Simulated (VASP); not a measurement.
# C (R-3m) in VASP: a series of runs, part 2 of 2

VASP 6.6.1.

### Step 3. Relaxation of volume and atoms at fixed shape, LDA

This run uses another cell than the first one, of 8.74 Å³/atom.

File INCAR:

```
SYSTEM = C
PREC = Accurate
ENCUT = 600
EDIFF = 1E-7
ISMEAR = -1
SIGMA = 0.05
LREAL = .FALSE.
LASPH = .TRUE.
NELM = 80
ALGO = Normal
ISIF = 8
LWAVE = .FALSE.
LCHARG = .FALSE.
IBRION = 2
NSW = 80
EDIFFG = -0.03
```

File KPOINTS:

```
Automatic mesh
0
G
  11 11 11
  0 0 0
```

File POSCAR:

```
C
1.0
    1.2280290000      0.7090030000      3.3470110000
   -1.2280290000      0.7090030000      3.3470110000
    0.0000000000     -1.4180050000      3.3470110000
C
2
Direct
    0.8360000000      0.8360000000      0.8360000000
    0.1640000000      0.1640000000      0.1640000000
```

Potentials or basis: VASP PAW LDA potentials, release 64 (C).

Launch:

```
cat potpaw_LDA.64/C/POTCAR > POTCAR
mpirun -np 1 vasp_std > vasp.out
```

OUTCAR:

```text
SYSTEM = C
   PREC = Accurate
   ENCUT = 600
   EDIFF = 1E-7
   ISMEAR = -1
   LREAL = .FALSE.
   LASPH = .TRUE.
   NELM = 80
   ISIF = 8
   IBRION = 2
   NSW = 80
   EDIFFG = -0.03

 ion  position               nearest neighbor table
   1  0.836  0.836  0.836-   2 1.42   2 1.42   2 1.42
   2  0.164  0.164  0.164-   1 1.42   1 1.42   1 1.42

  LATTYP: Found a trigonal (rhomboedric) cell.
 ALAT       =     3.6349997404
 COS(alpha) =     0.7717354484

  Lattice vectors:

 A1 = (   1.2280290000,   0.7090030000,   3.3470110000)
 A2 = (  -1.2280290000,   0.7090030000,   3.3470110000)
 A3 = (   0.0000000000,  -1.4180050000,   3.3470110000)

Analysis of symmetry for initial positions (statically):
=====================================================================
 Subroutine PRICEL returns:
 Original cell was already a primitive cell.

 Routine SETGRP: Setting up the symmetry group for a
 trigonal (rhombohedral) supercell.

 Subroutine GETGRP returns: Found 12 space group operations
 (whereof 12 operations were pure point group operations)
 out of a pool of 12 trial point group operations.

The static configuration has the point symmetry D_3d.

Analysis of symmetry for dynamics (positions and initial velocities):
=====================================================================
 Subroutine PRICEL returns:
 Original cell was already a primitive cell.

 Routine SETGRP: Setting up the symmetry group for a
 trigonal (rhombohedral) supercell.

 Subroutine GETGRP returns: Found 12 space group operations
 (whereof 12 operations were pure point group operations)
 out of a pool of 12 trial point group operations.

The dynamic configuration has the point symmetry D_3d.

 Subroutine INISYM returns: Found 12 space group operations
 (whereof 12 operations are pure point group operations),
 and found     1 'primitive' translations

[... 126 lines left out ...]
 non-spin polarized calculation
  energy-cutoff  :      600.00
  volume of cell :       17.48
 maximum number of plane-waves:       595
 NGX is ok and might be reduce to    30
   NGX = 15   NGY = 15   NGZ = 15

--------------------------------------- Ionic step        1  -------------------------------------------

 number of electron       8.0000000 magnetization

 Free energy of the ion-electron system (eV)
  ---------------------------------------------------
  ext. energy  EPLUGINS =         0.00000000
  ---------------------------------------------------
  free energy    TOTEN  =       -20.20577855 eV

  energy without entropy =      -20.20577687  energy(sigma->0) =      -20.20577771

------------------------ aborting loop because EDIFF is reached ----------------------------------------

  FORCE on cell =-STRESS in cart. coord.  units (eV):
  Direction    XX          YY          ZZ          XY          YZ          ZX
  --------------------------------------------------------------------------------------
  -------------------------------------------------------------------------------------
  Total       -0.5580437     -0.5580434     -0.1239631      0.0000000     -0.0000000      0.0000000
  in kB      -51.1344888    -51.1344589    -11.3589463      0.0000000     -0.0000011      0.0000000
  external PRESSURE =     -37.8759646 kB  Pullay stress =       0.0000000 kB
[... 167 lines left out ...]
--------------------------------------- Ionic step        6  -------------------------------------------

 number of electron       8.0000000 magnetization

 Free energy of the ion-electron system (eV)
  ---------------------------------------------------
  ext. energy  EPLUGINS =         0.00000000
  ---------------------------------------------------
  free energy    TOTEN  =       -20.23214307 eV

  energy without entropy =      -20.23214244  energy(sigma->0) =      -20.23214275

 E-fermi :   4.8368     XC(G=0): -10.8456

 val. band max:        4.3148635871   @ k =  -0.1818   0.4545   0.0909
 cond. band min:       5.3614180978   @ k =  -0.1818   0.4545   0.0909
 fundamental gap:      1.0465545107
 Fermi energy:         4.8367680691

 k-point     1 :       0.0000    0.0000    0.0000
  band No.  band energies     occupation
      1     -14.8730      2.00000
      2      -1.9044      2.00000
      3       1.7787      2.00000
      4       1.7787      2.00000
      5       8.6098      0.00000
      6      13.2462      0.00000
      7      13.2462      0.00000
      8      16.3018      0.00000
[... 243 lines left out ...]
 k-point    24 :      -0.1818    0.1818    0.0000
  band No.  band energies     occupation
      1     -12.5174      2.00000
      2      -3.3987      2.00000
      3      -2.1466      2.00000
      4       0.7236      2.00000
      5      10.2931      0.00000
      6      11.5144      0.00000
      7      15.4425      0.00000
      8      17.0563      0.00000

 [... further k-points ...]

------------------------ aborting loop because EDIFF is reached ----------------------------------------

  FORCE on cell =-STRESS in cart. coord.  units (eV):
  Direction    XX          YY          ZZ          XY          YZ          ZX
  --------------------------------------------------------------------------------------
  -------------------------------------------------------------------------------------
  Total        0.0382614      0.0382613     -0.0509593      0.0000000     -0.0000000     -0.0000000
  in kB        3.5516776      3.5516755     -4.7303890      0.0000000     -0.0000005     -0.0000000
  external PRESSURE =       0.7909880 kB  Pullay stress =       0.0000000 kB
[... 17 lines left out ...]
  FREE ENERGIE OF THE ION-ELECTRON SYSTEM (eV)
  ---------------------------------------------------
  free  energy   TOTEN  =       -20.2321430665 eV

  energy  without entropy=      -20.2321424395  energy(sigma->0) =      -20.23214275

 reached required accuracy - stopping structural energy minimisation
```

CONTCAR:

```text
C
   1.00000000000000
     1.2227363062685137    0.7059472613051442    3.3325856858267064
    -1.2227363062685137    0.7059472613051442    3.3325856858267064
     0.0000000000000000   -1.4118935269201978    3.3325856858267064
  C
     2
Direct
     0.8333411934568834    0.8333411934568834    0.8333411934568834
     0.1666588065431165    0.1666588065431165    0.1666588065431165

  0.00000000E+00  0.00000000E+00  0.00000000E+00
  0.00000000E+00  0.00000000E+00  0.00000000E+00
```

It took 3.6 min on 1 thread of Intel Xeon Platinum 8259CL at 2.50GHz (Skylake/Cascade Lake), shared host; peak memory 0.15 GiB.

What came out:

| Property | Result |
| --- | --- |
| Free energy | -20.2321 eV |
| Relaxed volume | 8.63 Å³/atom |
| Relaxed cell | a = 3.619 Å, b = 3.619 Å, c = 3.619 Å, α = 39.49°, β = 39.49°, γ = 39.49° |
| Space group after relaxing (to 0.1 Å) | R-3m (No. 166) |
| Energy gained by relaxing | 13.2 meV/atom |
| Ionic steps | 6 |
| Pressure after relaxing | 0.1 GPa |
| Largest force after relaxing | 0.014 eV/Å |

Forces on the atoms (eV/Å):
```
C    0.000  0.000  0.014
C    0.000  0.000 -0.014
```

Step by step:
```
step  energy change (eV)  largest force (eV/Å)  pressure (GPa)  volume (Å³)
   1              0.0000                0.9074           -3.79        17.48
   2             -0.0113                0.5949            5.10        16.97
   3             -0.0260                0.0533            1.28        17.19
   4             -0.0260                0.0361            1.38        17.18
   5             -0.0260                0.0638           -1.20        17.34
   6             -0.0264                0.0139            0.08        17.26
```

Final structure:
```yaml
crystal:
  lattice:
    - [1.22274, 0.70595, 3.33259]
    - [-1.22274, 0.70595, 3.33259]
    - [0.00000, -1.41189, 3.33259]
  atoms:
    - { symbol: C, position: [0.83334, 0.83334, 0.83334] }
    - { symbol: C, position: [0.16666, 0.16666, 0.16666] }
```

LDA usually gives volumes a few per cent too small. Zero-point motion and thermal expansion aren't in these numbers.
